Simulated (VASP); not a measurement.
# MgS (F-43m) in VASP: a series of runs, part 2 of 2

VASP 6.6.1. The steps go on from the part before.

## (4) Single point, r2SCAN (volume changed by -3%)

File POSCAR:

```
MgS
1.0
    0.0000000000      2.8022781169      2.8022781169
    2.8022781169      0.0000000000      2.8022781169
    2.8022781169      2.8022781169      0.0000000000
Mg S
1 1
Direct
    0.0000000000      0.0000000000      0.0000000000
    0.7500000000      0.7500000000      0.7500000000
```

File INCAR.step1:

```
PREC     = Accurate       # precision mode
ENCUT    = 520            # plane-wave cutoff, eV
ISMEAR   = 0              # smearing method
SIGMA    = 0.01           # smearing width, eV
LREAL    = False          # projectors in reciprocal space
LASPH    = True           # aspherical terms in the spheres
NELM     = 60             # most SCF steps
NBANDS   = 11             # bands
GGA      = PE             # functional
ALGO     = Normal         # electronic algorithm
EDIFF    = 1E-4           # SCF threshold, eV
LWAVE    = True           # write WAVECAR
LCHARG   = False          # write CHGCAR
```

File INCAR.step2:

```
PREC     = Accurate       # precision mode
ENCUT    = 520            # plane-wave cutoff, eV
EDIFF    = 1E-6           # SCF threshold, eV
ISMEAR   = 0              # smearing method
SIGMA    = 0.01           # smearing width, eV
LREAL    = False          # projectors in reciprocal space
LASPH    = True           # aspherical terms in the spheres
NELM     = 60             # most SCF steps
ALGO     = Normal         # electronic algorithm
ISIF     = 2              # what is computed and relaxed
LWAVE    = False          # write WAVECAR
LCHARG   = True           # write CHGCAR
METAGGA  = R2SCAN         # meta-GGA
LMIXTAU  = True         
LELF     = True           # ELF
LVHAR    = True         
NBANDS   = 11             # bands
ISTART   = 1
```

File KPOINTS:

```
regular mesh
0
Gamma
  6 6 6
```

Potentials or basis: VASP PAW PBE potentials, release 64 (Mg, S).

Started as:

```console
$ cat potpaw_PBE.64/Mg/POTCAR potpaw_PBE.64/S/POTCAR > POTCAR
$ cp INCAR.step1 INCAR
$ mpirun -np 1 vasp_std > vasp.out
$ cp INCAR.step2 INCAR
$ mpirun -np 1 vasp_std > vasp.out
```

OUTCAR:

```text
PREC = Accurate
   ENCUT = 520
   EDIFF = 1E-6
   ISMEAR = 0
   LREAL = False
   LASPH = True
   NELM = 60
   ISIF = 2
   METAGGA = R2SCAN
   ISTART = 1

 ion  position               nearest neighbor table
   1  0.000  0.000  0.000-   2 2.43   2 2.43   2 2.43   2 2.43
   2  0.750  0.750  0.750-   1 2.43   1 2.43   1 2.43   1 2.43

  LATTYP: Found a face centered cubic cell.
 ALAT       =     5.6045562338

  Lattice vectors:

 A1 = (   0.0000000000,   2.8022781169,   2.8022781169)
 A2 = (   2.8022781169,   0.0000000000,   2.8022781169)
 A3 = (   2.8022781169,   2.8022781169,   0.0000000000)

Analysis of symmetry for initial positions (statically):
=====================================================================
 Subroutine PRICEL returns:
 Original cell was already a primitive cell.

 Routine SETGRP: Setting up the symmetry group for a
 face centered cubic supercell.

 Subroutine GETGRP returns: Found 24 space group operations
 (whereof 24 operations were pure point group operations)
 out of a pool of 48 trial point group operations.

The static configuration has the point symmetry T_d .

[... 161 lines left out ...]
      1     -10.8828      2.00000
      2       0.9611      2.00000
      3       0.9611      2.00000
      4       0.9611      2.00000
      5       5.2548      0.00000
      6       9.6343      0.00000
      7       9.6343      0.00000
      8       9.6343      0.00000
      9      12.4802      0.00000
     10      12.4802      0.00000
     11      15.9284      0.00000
[... 197 lines left out ...]
 k-point    16 :      -0.3333    0.5000    0.1667
  band No.  band energies     occupation
      1      -9.8905      2.00000
      2      -1.6168      2.00000
      3      -0.6719      2.00000
      4      -0.3561      2.00000
      5       6.4023      0.00000
      6       8.5359      0.00000
      7      11.2116      0.00000
      8      11.3115      0.00000
      9      14.7694      0.00000
     10      15.7454      0.00000
     11      15.9984      0.00000

------------------------ aborting loop because EDIFF is reached ----------------------------------------

  FORCE on cell =-STRESS in cart. coord.  units (eV):
  Direction    XX          YY          ZZ          XY          YZ          ZX
  --------------------------------------------------------------------------------------
  -------------------------------------------------------------------------------------
  Total        0.4581321      0.4581321      0.4581321     -0.0000000      0.0000000     -0.0000000
  in kB       16.6777559     16.6777559     16.6777559     -0.0000000      0.0000000     -0.0000000
  external PRESSURE =      16.6777559 kB  Pullay stress =       0.0000000 kB

 VOLUME and BASIS-vectors are now :
 -----------------------------------------------------------------------------
  energy-cutoff  :      520.00
  volume of cell :       44.01
      direct lattice vectors                 reciprocal lattice vectors
     0.000000000  2.802278117  2.802278117    -0.178426259  0.178426259  0.178426259
     2.802278117  0.000000000  2.802278117     0.178426259 -0.178426259  0.178426259
     2.802278117  2.802278117  0.000000000     0.178426259  0.178426259 -0.178426259

 POSITION                                       TOTAL-FORCE (eV/Angst)
 -----------------------------------------------------------------------------------
      0.00000      0.00000      0.00000        -0.000000      0.000000      0.000000
      4.20342      4.20342      4.20342         0.000000     -0.000000     -0.000000
 -----------------------------------------------------------------------------------
    total drift:                                0.000003      0.000003      0.000003

  FREE ENERGIE OF THE ION-ELECTRON SYSTEM (eV)
  ---------------------------------------------------
  free  energy   TOTEN  =       -15.4443790083 eV

  energy  without entropy=      -15.4443790083  energy(sigma->0) =      -15.44437901
```

OSZICAR.step1:

```text
N       E                     dE             d eps       ncg     rms          rms(c)
DAV:   1     0.253231091447E+02    0.25323E+02   -0.35580E+03   352   0.588E+02
DAV:   2    -0.707872572074E+01   -0.32402E+02   -0.30778E+02   437   0.988E+01
DAV:   3    -0.895106890465E+01   -0.18723E+01   -0.18693E+01   430   0.268E+01
DAV:   4    -0.896693424808E+01   -0.15865E-01   -0.15864E-01   432   0.294E+00
DAV:   5    -0.896711529226E+01   -0.18104E-03   -0.18104E-03   454   0.296E-01    0.412E+00
DAV:   6    -0.848314424504E+01    0.48397E+00   -0.11858E+00   385   0.409E+00    0.319E+00
DAV:   7    -0.844716580545E+01    0.35978E-01   -0.27401E-01   421   0.215E+00    0.249E+00
DAV:   8    -0.845459915843E+01   -0.74334E-02   -0.22329E-02   376   0.906E-01    0.139E+00
DAV:   9    -0.845379021067E+01    0.80895E-03   -0.22906E-03   400   0.240E-01    0.426E-01
DAV:  10    -0.845398784893E+01   -0.19764E-03   -0.59395E-04   385   0.116E-01    0.871E-02
DAV:  11    -0.845399220229E+01   -0.43534E-05   -0.52007E-05   360   0.296E-02
   1 F= -.84539922E+01 E0= -.84539922E+01  d E =-.483849E-63
```

Wall time 44 s (1 thread of Intel Xeon 6975P-C, shared host); peak memory 0.17 GiB.

What came out:

```
Free energy            : -15.4444 eV
Pressure               : 1.7 GPa
Band gap on the k mesh : 4.29 eV, direct
```

Levels at points of the mesh, in eV from the valence-band top:
| k point | band 1 | band 2 | band 3 | band 4 | band 5 | band 6 | band 7 | band 8 |
| --- | --- | --- | --- | --- | --- | --- | --- | --- |
| (0.00, 0.00, 0.00) | -11.84 | 0.00 | 0.00 | 0.00 | 4.29 | 8.67 | 8.67 | 8.67 |
| (0.50, 0.00, 0.00) | -11.10 | -3.26 | -0.34 | -0.34 | 5.91 | 8.25 | 8.25 | 9.43 |
| (0.50, 0.50, 0.00) | -10.86 | -2.91 | -1.09 | -1.09 | 4.30 | 6.30 | 12.45 | 13.53 |

Caveat: the cell differs from its parent crystal (volume changed by -3%); the PAW data sets were made with another functional, which shifts forces and pressure a little.

## (5) Single point, PBE

This run uses another cell than the first one, of 22.69 Å³/atom, 0.926 times its volume.

File INCAR:

```
SYSTEM = MgS
  PREC = Accurate
  ENCUT = 520
  EDIFF = 1E-7
  ISMEAR = 0
  SIGMA = 0.01
  LREAL = .FALSE.
  LASPH = .TRUE.
  NELM = 80
  ALGO = Normal
  ISIF = 2
  LWAVE = .FALSE.
  LCHARG = .TRUE.
  GGA = PE
  LELF = .TRUE.
  LVHAR = .TRUE.
  NBANDS = 11
```

File KPOINTS:

```
Automatic mesh
0
G
  8 8 8
  0 0 0
```

File POSCAR:

```
MgS
1.0
    0.0000000000      2.8308747667      2.8308747667
    2.8308747667      0.0000000000      2.8308747667
    2.8308747667      2.8308747667      0.0000000000
Mg S
1 1
Direct
    0.0000000000      0.0000000000      0.0000000000
    0.7500000000      0.7500000000      0.7500000000
```

Potentials or basis: VASP PAW PBE potentials, release 64 (Mg, S).

Started as:

```console
$ cat potpaw_PBE.64/Mg/POTCAR potpaw_PBE.64/S/POTCAR > POTCAR
$ mpirun -np 1 vasp_std > vasp.out
```

OUTCAR:

```text
SYSTEM = MgS
   PREC = Accurate
   ENCUT = 520
   EDIFF = 1E-7
   ISMEAR = 0
   LREAL = .FALSE.
   LASPH = .TRUE.
   NELM = 80
   ISIF = 2
   GGA = PE

 ion  position               nearest neighbor table
   1  0.000  0.000  0.000-   2 2.45   2 2.45   2 2.45   2 2.45
   2  0.750  0.750  0.750-   1 2.45   1 2.45   1 2.45   1 2.45

  LATTYP: Found a face centered cubic cell.
 ALAT       =     5.6617495334

  Lattice vectors:

 A1 = (   0.0000000000,   2.8308747667,   2.8308747667)
 A2 = (   2.8308747667,   0.0000000000,   2.8308747667)
 A3 = (   2.8308747667,   2.8308747667,   0.0000000000)

Analysis of symmetry for initial positions (statically):
=====================================================================
 Subroutine PRICEL returns:
 Original cell was already a primitive cell.

 Routine SETGRP: Setting up the symmetry group for a
 face centered cubic supercell.

 Subroutine GETGRP returns: Found 24 space group operations
 (whereof 24 operations were pure point group operations)
 out of a pool of 48 trial point group operations.

The static configuration has the point symmetry T_d .

Analysis of symmetry for dynamics (positions and initial velocities):
=====================================================================
 Subroutine PRICEL returns:
 Original cell was already a primitive cell.

 Routine SETGRP: Setting up the symmetry group for a
 face centered cubic supercell.

 Subroutine GETGRP returns: Found 24 space group operations
 (whereof 24 operations were pure point group operations)
 out of a pool of 48 trial point group operations.

The dynamic configuration has the point symmetry T_d .

 Subroutine INISYM returns: Found 24 space group operations
 (whereof 24 operations are pure point group operations),
 and found     1 'primitive' translations

----------------------------------------------------------------------------------------

                                     Primitive cell

  volume of cell :      45.3724

  direct lattice vectors                    reciprocal lattice vectors
     0.000000000  2.830874767  2.830874767    -0.176623850  0.176623850  0.176623850
     2.830874767  0.000000000  2.830874767     0.176623850 -0.176623850  0.176623850
     2.830874767  2.830874767  0.000000000     0.176623850  0.176623850 -0.176623850

  length of vectors
     4.003461488  4.003461488  4.003461488     0.305921482  0.305921482  0.305921482

  position of ions in fractional coordinates (direct lattice)
     0.000000000  0.000000000  0.000000000
     0.750000000  0.750000000  0.750000000

  ion indices of the primitive-cell ions
   primitive index   ion index
                 1           1
                 2           2

----------------------------------------------------------------------------------------

 KPOINTS: Automatic mesh

Automatic generation of k-mesh.
 Grid dimensions read from file:
 generate k-points for:    8    8    8

 Generating k-lattice:

  Cartesian coordinates                     Fractional coordinates (reciprocal lattice)
    -0.022077981  0.022077981  0.022077981     0.125000000  0.000000000  0.000000000
     0.022077981 -0.022077981  0.022077981     0.000000000  0.125000000  0.000000000
     0.022077981  0.022077981 -0.022077981     0.000000000  0.000000000  0.125000000

  Length of vectors
     0.038240185  0.038240185  0.038240185

  Shift w.r.t. Gamma in fractional coordinates (k-lattice)
     0.000000000  0.000000000  0.000000000

 Subroutine IBZKPT returns following result:
 ===========================================

 Found     29 irreducible k-points:

 Following reciprocal coordinates:
            Coordinates               Weight
  0.000000  0.000000  0.000000      1.000000
  0.125000  0.000000  0.000000      8.000000
  0.250000  0.000000  0.000000      8.000000
  0.375000  0.000000  0.000000      8.000000
  0.500000  0.000000  0.000000      4.000000
  0.125000  0.125000  0.000000      6.000000
[... 16 lines left out ...]
  0.500000  0.250000  0.125000     48.000000
 -0.375000  0.250000  0.125000     24.000000
 [... further k-points ...]
   k-points           NKPTS =     29   k-points in BZ     NKDIM =     29   number of bands    NBANDS=     11
   number of dos      NEDOS =    301   number of ions     NIONS =      2
   total plane-waves  NPLWV =  27000
   dimension x,y,z NGX =    30 NGY =   30 NGZ =   30
   dimension x,y,z NGXF=    60 NGYF=   60 NGZF=   60
   ions per type =               1   1
   NGX,Y,Z   is equivalent  to a cutoff of  12.46, 12.46, 12.46 a.u.
   NGXF,Y,Z  is equivalent  to a cutoff of  24.92, 24.92, 24.92 a.u.
 SYSTEM =  MgS
   PREC   = accura    normal or accurate (medium, high low for compatibility)
   ISTART =      0    job   : 0-new  1-cont  2-samecut
   ICHARG =      2    charge: 1-file 2-atom 10-const
   ISPIN  =      1    spin polarized calculation?
   LNONCOLLINEAR =      F non collinear calculations
   LSORBIT =      F    spin-orbit coupling
   LASPH  =      T    aspherical Exc in radial PAW
   ENCUT  =  520.0 eV  38.22 Ry    6.18 a.u.   7.44  7.44  7.44*2*pi/ulx,y,z
   NELM   =     80;   NELMIN=  2; NELMDL= -5     # of ELM steps
   EDIFF  = 0.1E-06   stopping-criterion for ELM
   LREAL  =      F    real-space projection
   EDIFFG = 0.1E-05   stopping-criterion for IOM
   NSW    =      0    number of steps for IOM
   IBRION =     -1    ionic relax: 0-MD 1-quasi-New 2-CG
   NFREE  =      0    steps in history (QN), initial steepest desc. (CG)
   ISIF   =      2    stress and relaxation
   ISYM   =      2    0-nonsym 1-usesym 2-fastsym
   POTIM  = 0.5000    time-step for ionic-motion
   TEBEG  =    0.0;   TEEND  =   0.0 temperature during run
   PSTRESS=    0.0 pullay stress
   NELECT =       8.0000    total number of electrons
   NUPDOWN=      -1.0000    fix difference up-down
   EMIN   =  10.00;   EMAX   =-10.00  energy-range for DOS
   EFERMI =   0.00;   METHOD = LEGACY
   ISMEAR =     0;   SIGMA  =   0.01  broadening in eV -4-tet -1-fermi 0-gaus
   EFERMI_NEDOS =   21; number of points for ismear=-14 and -15
   IALGO  =     38    algorithm
   IMIX   =      4    mixing-type and parameters
     AMIX     =   0.40;   BMIX     =  1.00
     AMIX_MAG =   1.60;   BMIX_MAG =  1.00
  volume/ion in A,a.u.               =      22.69       153.09
  Fermi-wavevector in a.u.,A,eV,Ry     =   0.917996  1.734761 11.465859  0.842717
  Thomas-Fermi vector in A             =   2.043028
   LORBIT       =      0    0 simple, 1 ext, 2 COOP (PROOUT), +10 PAW based schemes
   GGA     = PE    functional components
   LHFCALC =     F    Hartree Fock is set to
   AEXX    =    0.0000 exact exchange contribution
   IVDW    =     0    specifies the selected vdW correction
   LEPSILON=     F    determine dielectric tensor
   LRPA    =     F    only Hartree local field effects (RPA)
 non-spin polarized calculation
 Gauss-broadening in eV      SIGMA  =   0.01
  energy-cutoff  :      520.00
  volume of cell :       45.37
 maximum number of plane-waves:      1243
 NGX is ok and might be reduce to    30
   NGX = 15   NGY = 15   NGZ = 15

 number of electron       8.0000001 magnetization

 Free energy of the ion-electron system (eV)
  ---------------------------------------------------
  ext. energy  EPLUGINS =         0.00000000
  ---------------------------------------------------
  free energy    TOTEN  =        -8.47066545 eV

  energy without entropy =       -8.47066545  energy(sigma->0) =       -8.47066545

 E-fermi :   1.1264     XC(G=0):  -8.3901

 val. band max:        1.0631234469   @ k =   0.0000   0.0000   0.0000
 cond. band min:       4.5214138542   @ k =   0.0000   0.0000   0.0000
 fundamental gap:      3.4582904073
 Fermi energy:         1.1264024248

 k-point     1 :       0.0000    0.0000    0.0000
  band No.  band energies     occupation
      1     -10.2041      2.00000
      2       1.0631      2.00000
      3       1.0631      2.00000
      4       1.0631      2.00000
      5       4.5214      0.00000
      6       9.0133      0.00000
      7       9.0133      0.00000
      8       9.0133      0.00000
      9      11.8944      0.00000
     10      11.8944      0.00000
     11      14.7873      0.00000
[... 309 lines left out ...]
 k-point    24 :      -0.3750    0.2500    0.1250
  band No.  band energies     occupation
      1      -9.4132      2.00000
      2      -1.7101      2.00000
      3      -0.2304      2.00000
      4       0.4180      2.00000
      5       7.1247      0.00000
      6       7.5581      0.00000
      7       9.8000      0.00000
      8       9.9297      0.00000
      9      12.4615      0.00000
     10      13.9038      0.00000
     11      15.2399      0.00000

 [... further k-points ...]
[... 5 lines left out ...]
  --------------------------------------------------------------------------------------
  -------------------------------------------------------------------------------------
  Total        0.2641964      0.2641964      0.2641964      0.0000000     -0.0000000      0.0000000
  in kB        9.3292225      9.3292225      9.3292225      0.0000000     -0.0000000      0.0000000
  external PRESSURE =       9.3292225 kB  Pullay stress =       0.0000000 kB

 VOLUME and BASIS-vectors are now :
 -----------------------------------------------------------------------------
  energy-cutoff  :      520.00
  volume of cell :       45.37
      direct lattice vectors                 reciprocal lattice vectors
     0.000000000  2.830874767  2.830874767    -0.176623850  0.176623850  0.176623850
     2.830874767  0.000000000  2.830874767     0.176623850 -0.176623850  0.176623850
     2.830874767  2.830874767  0.000000000     0.176623850  0.176623850 -0.176623850

 POSITION                                       TOTAL-FORCE (eV/Angst)
 -----------------------------------------------------------------------------------
      0.00000      0.00000      0.00000         0.000000      0.000000      0.000000
      4.24631      4.24631      4.24631        -0.000000     -0.000000     -0.000000
 -----------------------------------------------------------------------------------
    total drift:                               -0.000000     -0.000000     -0.000000

  FREE ENERGIE OF THE ION-ELECTRON SYSTEM (eV)
  ---------------------------------------------------
  free  energy   TOTEN  =        -8.4706654481 eV

  energy  without entropy=       -8.4706654481  energy(sigma->0) =       -8.47066545
```

Wall time 16 s (1 thread of Intel Xeon 6975P-C, shared host); peak memory 0.17 GiB.

What came out:

* Free energy: -8.4707 eV
* Pressure: 0.9 GPa
* Band gap on the k mesh: 3.46 eV, direct

Levels at points of the mesh, in eV from the valence-band top:
```
           k point  band 1  band 2  band 3  band 4  band 5  band 6  band 7  band 8
(0.00, 0.00, 0.00)  -11.27    0.00    0.00    0.00    3.46    7.95    7.95    7.95
(0.50, 0.00, 0.00)  -10.59   -3.13   -0.33   -0.33    5.12    7.64    7.64    8.61
(0.50, 0.50, 0.00)  -10.37   -2.81   -1.03   -1.03    3.89    5.65   11.16   12.30
```

## (6) Overview

| level | cell | k mesh | gap on the mesh (eV) | pressure (GPa) |
| --- | --- | --- | --- | --- |
| PBE | a = 4.108 Å, angles 60.0°, 2 atoms | 6 × 6 × 6 | 3.09 | -3.0 |
| r2SCAN | a = 3.922 Å, angles 60.0°, 2 atoms | 6 × 6 × 6 | 4.27 | 3.9 |
| r2SCAN | a = 3.963 Å, angles 60.0°, 2 atoms | 6 × 6 × 6 | 4.29 | 1.7 |
| PBE | a = 4.003 Å, angles 60.0°, 2 atoms | 8 × 8 × 8 | 3.46 | 0.9 |

Alike in all rows: task single point; potentials or basis VASP PAW PBE potentials, release 64 (Mg, S); no spin polarisation; cutoff (eV) 520; smearing gaussian 0.01 eV.

Caveats: the PAW data sets were made with another functional, which shifts forces and pressure a little (some runs).

Absolute energies hang on the potentials; compare differences alone.
